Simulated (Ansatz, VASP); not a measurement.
# One calculation of ZnCu, two programs

```
Zn Cu
1.0
     2.92000    0.00000   -0.02920
     0.00000    2.92000    0.00000
    -0.02920    0.00000    2.92000
Zn Cu
1 1
Cartesian
  1.4454 1.4600 1.4454
  0.0000 0.0000 0.0000
```

Change from the starting cell: strain e5 = -0.02, atoms carried along.

Alike in both runs: task single point; functional r2SCAN; k mesh 12 × 12 × 12; occupations gaussian, width 0.05 eV; no spin polarisation.

```csv
,VASP,Ansatz
version,VASP 6.6.1,Ansatz 0.2.0
potentials or method,"VASP PAW PBE potentials, release 64 (Zn, Cu), cutoff 520 eV","scalar-relativistic, plane waves, PAW"
valence electrons in the cell,23,31
```

```tsv
	VASP	Ansatz	Ansatz less VASP
gap on the k mesh at the Fermi level (eV)	none	none	-
pressure (GPa)	0.8	0.1	-0.69
traceless stress, the component that is largest in VASP (GPa)	1.85	1.82	-0.031
```

VASP's potentials were made for PBE, not for r2SCAN. A gap of «none» marks a metal or a gap that the smearing closes. VASP's potentials hold 23 valence electrons a cell and Ansatz's 31, so a difference there can come from the potentials and not from the codes.
